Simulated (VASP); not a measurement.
# ScC2 (P6_3/mmc) in VASP: notebook, part 2 of 2

VASP 6.6.1.

### 4 Single point, PBE

Input file INCAR:

```
SYSTEM = ScC2
ALGO     = Normal         ! electronic algorithm
EDIFF    = 1E-6           ! SCF threshold, eV
ENCUT    = 520            ! plane-wave cutoff, eV
GGA      = PE             ! functional
ISIF     = 2              ! what is computed and relaxed
ISMEAR   = 0              ! smearing method
LASPH    = .TRUE.         ! aspherical terms in the spheres
LCHARG   = .TRUE.         ! write CHGCAR
LELF     = .TRUE.         ! ELF
LREAL    = .FALSE.        ! projectors in reciprocal space
LVHAR    = .TRUE.       
LWAVE    = .FALSE.        ! write WAVECAR
NBANDS   = 28             ! bands
NELM     = 80             ! most SCF steps
PREC     = Accurate       ! precision mode
SIGMA    = 0.1            ! smearing width, eV
```

Input file KPOINTS:

```
k-points
0
G
  18 18 6
  0 0 0
```

Input file POSCAR:

```
ScC2
1.0
    2.7141671935      0.0000000000      0.0000000000
   -1.3570835967      2.3505377397      0.0000000000
    0.0000000000      0.0000000000      8.5355282553
Sc C
2 4
Direct
    0.3333333333      0.6666666667      0.2500000000
    0.6666666667      0.3333333333      0.7500000000
    0.3333333333      0.6666666667      0.5247651587
    0.6666666667      0.3333333333      0.0247651587
    0.3333333333      0.6666666667      0.9752348413
    0.6666666667      0.3333333333      0.4752348413
```

Potentials or basis: VASP PAW PBE potentials, release 64 (Sc_sv, C).

The run is started by

```bash
cat potpaw_PBE.64/Sc_sv/POTCAR potpaw_PBE.64/C/POTCAR > POTCAR
mpirun -np 1 vasp_std > vasp.out
```

OUTCAR:

```text
SYSTEM = ScC2
   EDIFF = 1E-6
   ENCUT = 520
   GGA = PE
   ISIF = 2
   ISMEAR = 0
   LASPH = .TRUE.
   LREAL = .FALSE.
   NELM = 80
   PREC = Accurate

 ion  position               nearest neighbor table
   1  0.333  0.667  0.250-   3 2.35   5 2.35   4 2.48   6 2.48   4 2.48   6 2.48   4 2.48   6 2.48

   2  0.667  0.333  0.750-   4 2.35   6 2.35   3 2.48   5 2.48   3 2.48   5 2.48   5 2.48   3 2.48

   3  0.333  0.667  0.525-   6 1.62   6 1.62   6 1.62   1 2.35   2 2.48   2 2.48   2 2.48
[... 956 lines left out ...]
  -------------------------------------------------------------------------------------
  Total        0.1866429      0.1866429      0.3682071      0.0000000      0.0000000      0.0000000
  in kB        5.4914586      5.4914586     10.8334928      0.0000000      0.0000000      0.0000000
  external PRESSURE =       7.2721367 kB  Pullay stress =       0.0000000 kB

 VOLUME and BASIS-vectors are now :
 -----------------------------------------------------------------------------
  energy-cutoff  :      520.00
  volume of cell :       54.45
      direct lattice vectors                 reciprocal lattice vectors
     2.714167193  0.000000000  0.000000000     0.368437141  0.212717282  0.000000000
    -1.357083597  2.350537740  0.000000000     0.000000000  0.425434565  0.000000000
     0.000000000  0.000000000  8.535528255     0.000000000  0.000000000  0.117157365

 POSITION                                       TOTAL-FORCE (eV/Angst)
 -----------------------------------------------------------------------------------
     -0.00000      1.56703      2.13388         0.000000     -0.000000      0.000000
      1.35708      0.78351      6.40165        -0.000000     -0.000000      0.000000
     -0.00000      1.56703      4.47915         0.000000     -0.000000     -0.004175
      1.35708      0.78351      0.21138        -0.000000      0.000000     -0.004175
     -0.00000      1.56703      8.32414         0.000000     -0.000000      0.004175
      1.35708      0.78351      4.05638        -0.000000      0.000000      0.004175
 -----------------------------------------------------------------------------------
    total drift:                               -0.000000      0.000000     -0.000000

  FREE ENERGIE OF THE ION-ELECTRON SYSTEM (eV)
  ---------------------------------------------------
  free  energy   TOTEN  =       -47.5983481129 eV

  energy  without entropy=      -47.5808164297  energy(sigma->0) =      -47.58958227
```

stdout:

```text
POSCAR found type information on POSCAR ScC
 POSCAR found :  2 types and       6 ions
 scaLAPACK will be used
 LDA part: xc-table for (Slater+PW92), standard interpolation
 POSCAR, INCAR and KPOINTS ok, starting setup
 FFT: planning ... GRIDC
 FFT: planning ... GRID_SOFT
 FFT: planning ... GRID
 WAVECAR not read
 entering main loop
```

Wall time 2.4 min (1 thread of Intel Xeon 6975P-C (Granite Rapids), shared host); peak memory 0.3 GiB.

What came out:

| Quantity | Value |
| --- | --- |
| Free energy | -47.5983 eV |
| Pressure | 0.7 GPa |
| Largest force | 0.004 eV/Å |
| Band gap on the k mesh | zero (bands 19 and 20 overlap by 3.09 eV) |

Forces in eV/Å, atoms in the order of the input:
```
Sc   0.000  0.000  0.000
Sc   0.000  0.000  0.000
C    0.000  0.000 -0.004
C    0.000  0.000 -0.004
C    0.000  0.000  0.004
C    0.000  0.000  0.004
```

### 5 Relaxation of cell and atoms, PBE

Input file INCAR:

```
SYSTEM = ScC2
PREC     = Accurate       ! precision mode
ENCUT    = 600            ! plane-wave cutoff, eV
EDIFF    = 1E-6           ! SCF threshold, eV
ISMEAR   = 0              ! smearing method
SIGMA    = 0.1            ! smearing width, eV
LREAL    = .FALSE.        ! projectors in reciprocal space
LASPH    = .TRUE.         ! aspherical terms in the spheres
NELM     = 100            ! most SCF steps
ALGO     = Normal         ! electronic algorithm
ISIF     = 3              ! what is computed and relaxed
LWAVE    = .FALSE.        ! write WAVECAR
LCHARG   = .FALSE.        ! write CHGCAR
GGA      = PE             ! functional
IBRION   = 2              ! ionic algorithm
NSW      = 100            ! ionic steps
EDIFFG   = -0.01          ! ionic threshold
```

Input file KPOINTS:

```
Automatic mesh
0
G
  18 18 6
  0 0 0
```

Input file POSCAR:

```
ScC2
1.0
    2.7122702927      0.0000000000      0.0000000000
   -1.3561351463      2.3488949754      0.0000000000
    0.0000000000      0.0000000000      8.5521112232
Sc C
2 4
Direct
    0.3333333333      0.6666666667      0.2500000000
    0.6666666667      0.3333333333      0.7500000000
    0.3333333333      0.6666666667      0.5249163825
    0.6666666667      0.3333333333      0.0249163825
    0.3333333333      0.6666666667      0.9750836175
    0.6666666667      0.3333333333      0.4750836175
```

The run is started by

```bash
cat potpaw_PBE.64/Sc_sv/POTCAR potpaw_PBE.64/C/POTCAR > POTCAR
mpirun -np 1 vasp_std > vasp.out
```

It took 5.3 min on 1 thread of Intel Xeon 6975P-C (Granite Rapids), shared host; peak memory 0.34 GiB.

Results (log left out):

```
Free energy                           : -47.6036 eV
Relaxed volume                        : 9.10 Å³/atom
Relaxed cell                          : a = 2.716 Å, b = 2.716 Å, c = 8.552 Å, α = 90.00°, β = 90.00°, γ = 120.00°
Space group after relaxing (to 0.1 Å) : P6_3/mmc (No. 194)
Energy gained by relaxing             : 0.1 meV/atom
Ionic steps                           : 3
Pressure after relaxing               : -0.1 GPa
Largest force after relaxing          : 0.010 eV/Å
Band gap on the k mesh                : zero (bands 19 and 20 overlap by 3.09 eV)
```

Forces on the atoms (eV/Å):
```
Sc   0.000  0.000  0.000
Sc   0.000  0.000  0.000
C    0.000  0.000 -0.010
C    0.000  0.000 -0.010
C    0.000  0.000  0.010
C    0.000  0.000  0.010
```

Stress tensor (GPa, compression positive):
```
-0.10  0.00  0.00
 0.00 -0.10  0.00
 0.00  0.00  0.03
```

The path:
```
step  energy change (eV)  largest force (eV/Å)  pressure (GPa)  volume (Å³)
   1              0.0000                0.0640            0.48        54.48
   2             -0.0003                0.0265           -0.37        54.70
   3             -0.0005                0.0098           -0.06        54.61
```

Final structure:
```
Sc C
1.0
     2.71554    0.00000    0.00000
    -1.35777    2.35172    0.00000
     0.00000    0.00000    8.55167
Sc C
2 4
Direct
  0.33333 0.66667 0.25000
  0.66667 0.33333 0.75000
  0.33333 0.66667 0.52470
  0.66667 0.33333 0.02470
  0.33333 0.66667 0.97530
  0.66667 0.33333 0.47530
```

Levels at points of the mesh, in eV from the Fermi level:
```
           k point  band 17  band 18  band 19  band 20  band 21  band 22
(0.00, 0.00, 0.00)    -3.40    -1.85     1.73     1.73     2.20     2.23
(0.50, 0.00, 0.00)    -3.68    -2.86    -1.33    -1.14     2.07     3.19
(0.00, 0.00, 0.50)    -2.56    -2.56     1.96     1.96     1.96     1.96
(0.50, 0.00, 0.50)    -3.21    -3.21    -1.05    -1.05     2.89     2.89
```

### 6 Summary

```csv
task,cell,k mesh,cutoff (eV),gap on the mesh (eV),pressure (GPa),largest force (eV/Å)
single point,"a = 2.712, b = 2.712, c = 8.552 Å, angles 90.0, 90.0, 120.0°, 6 atoms, atomic positions A",6 × 6 × 2,520,none,0.6,-
single point,"a = 2.678, b = 2.678, c = 10.418 Å, angles 90.0, 90.0, 120.0°, 6 atoms, atomic positions B",6 × 6 × 2,520,none,66.9,4.85
single point,"a = 2.714, b = 2.714, c = 8.536 Å, angles 90.0, 90.0, 120.0°, 6 atoms, atomic positions C",18 × 18 × 6,520,none,0.7,-
relaxation of cell and atoms,"relaxed from a = 2.712, b = 2.712, c = 8.552 Å, angles 90.0, 90.0, 120.0°, 6 atoms, atomic positions A",18 × 18 × 6,600,none,-0.1,0.01
```

Alike in all rows: level PBE; potentials or basis VASP PAW PBE potentials, release 64 (Sc_sv, C); no spin polarisation; smearing gaussian 0.1 eV.

Caveats: some runs use coarse meshes; forces of over 1 eV/Å act on the atoms, so gaps and moduli don't describe the material at rest (at least some runs).

Absolute energies hang on the potentials; compare differences alone.
